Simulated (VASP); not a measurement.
SiC:

```
Si C
1.0
     0.00000    2.17805    2.17805
     2.17805    0.00000    2.17805
     2.17805    2.17805    0.00000
Si C
1 1
Direct
  0.25000 0.25000 0.25000
  0.00000 0.00000 0.00000
```

Base run:

```yaml
Program: VASP 6.6.1
Functional: PBE
Potentials_or_basis: VASP PAW PBE potentials, release 64 (Si, C)
Cutoff: 520 eV
k_mesh: 6 × 6 × 6
Occupations: gaussian, width 0.01 eV
Spin: no spin polarisation
```

Its results: band gap on the k mesh 1.35 eV, indirect (least direct gap 4.54 eV); pressure 3.5 GPa.

The run is repeated on the same cell with these changes: functional from PBE to r2SCAN; k mesh from 6 × 6 × 6 to 10 × 10 × 10. What comes out?

Band gap on the k mesh 1.72 eV, indirect (least direct gap 5.06 eV); pressure -0.1 GPa.

Several settings changed at once, so the effect can't be laid on one alone.

Caveats: the PAW data sets were made with another functional, which shifts forces and pressure a little (some runs).

A k mesh can miss the band edges.
